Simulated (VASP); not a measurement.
A run of VASP 6.6.1 is set up as follows.

Contents of INCAR:

```
  ALGO = Normal
  EDIFF = 1E-7
  EDIFFG = -0.03
  ENCUT = 500
  GGA = PE
  GGA_COMPAT = F
  IBRION = 2
  ISIF = 8
  ISMEAR = 1
  LASPH = T
  LCHARG = F
  LREAL = F
  LWAVE = F
  NELM = 120
  NELMIN = 4
  NSW = 60
  PREC = Accurate
  SIGMA = 0.02
```

Contents of KPOINTS:

```
k-points
0
Gamma
  8 8 8
```

The input POSCAR:

```
Si
1.0
    0.0000000000      2.7135600000      2.7135600000
    2.7135600000      0.0000000000      2.7135600000
    2.7135600000      2.7135600000      0.0000000000
Si
2
Direct
    0.7500000000      0.7500000000      0.7500000000
    0.5000000000      0.5000000000      0.5000000000
```

Potentials or basis: VASP PAW PBE potentials, release 64 (Si).

Run with:

```bash
$ cat potpaw_PBE.64/Si/POTCAR > POTCAR
$ mpirun -np 1 vasp_std > vasp.out
```

Predict the band gap on the k mesh.

0.65 eV (least direct gap 2.56 eV).

What does it give for the relaxed cell?

a = 3.867 Å, b = 3.867 Å, c = 3.867 Å, α = 60.00°, β = 60.00°, γ = 60.00°.

Final structure:
```
Si
1.0
     0.00000    2.73429    2.73429
     2.73429    0.00000    2.73429
     2.73429    2.73429    0.00000
Si
2
Direct
  0.75000 0.75000 0.75000
  0.50000 0.50000 0.50000
```

A k mesh can miss the band edges. PBE usually gives volumes a little too large and moduli too small.
